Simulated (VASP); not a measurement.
Write the native input for VASP 6.6.1 that does the following.

- Task: single point
- Functional: PBEsol-based global hybrid with 25 % exact exchange
- Potentials or basis: VASP PAW PBE potentials, release 64 (Sn_d)
- Cutoff: 520 eV
- k mesh: 5 × 5 × 5
- Occupations: fermi-dirac, width 0.05 eV
- Spin: no spin polarisation
- Dipole correction: no
- Grid for exact exchange (PRECFOCK): Normal
- Share of exact exchange: 0.25
- Further INCAR settings: ALGO = Normal; EDIFF = 1e-06; NBANDS = 13

Crystal: Sn.

```
CELL_PARAMETERS angstrom
-2.02919 2.02919 1.66076
2.02919 -2.02919 1.66076
2.02919 2.02919 -1.66076
ATOMIC_POSITIONS crystal
Sn 0.00000 0.00000 0.00000
```

One way to write it, as run:

POSCAR

```
Sn
1.0
   -2.0291894110      2.0291894110      1.6607599896
    2.0291894110     -2.0291894110      1.6607599896
    2.0291894110      2.0291894110     -1.6607599896
Sn
1
Direct
    0.0000000000      0.0000000000      0.0000000000
```

INCAR.step1

```
PREC = Accurate
ENCUT = 520
EDIFF = 1E-5
ISMEAR = -1
SIGMA = 0.05
LREAL = F
LASPH = T
NELM = 100
ALGO = Normal
ISIF = 2
LWAVE = T
LCHARG = F
NBANDS = 13
GGA = PE
```

INCAR.step2

```
PREC = Accurate
ENCUT = 520
EDIFF = 1E-6
ISMEAR = -1
SIGMA = 0.05
LREAL = F
LASPH = T
NELM = 100
ALGO = Normal
ISIF = 2
LWAVE = F
LCHARG = F
GGA = PS
LHFCALC = T
AEXX = 0.25
PRECFOCK = Normal
NBANDS = 13
ISTART = 1
```

KPOINTS

```
Automatic mesh
0
Gamma
  5 5 5
```

Potentials or basis: VASP PAW PBE potentials, release 64 (Sn_d).

The run is started by

```sh
$ cat potpaw_PBE.64/Sn_d/POTCAR > POTCAR
$ cp INCAR.step1 INCAR
$ mpirun -np 1 vasp_std > vasp.out
$ cp INCAR.step2 INCAR
$ mpirun -np 1 vasp_std > vasp.out
```

Results of the run:

```yaml
Pressure: -1.1 GPa
Band_gap_on_the_k_mesh: zero (bands 7 and 8 overlap by 9.29 eV)
```

Caveat: the k points lie up to 0.49 Å⁻¹ apart, too coarse for converged energies and pressures of a metal; the PAW data sets were made with another functional, which shifts forces and pressure a little; spin-orbit coupling is left out, which moves the levels of the heavy elements.

It took 10 min on 1 thread of Intel(R) Xeon(R) Platinum 8259CL CPU @ 2.50GHz (Skylake/Cascade Lake), with other jobs on the host, peak memory 0.17 GiB.
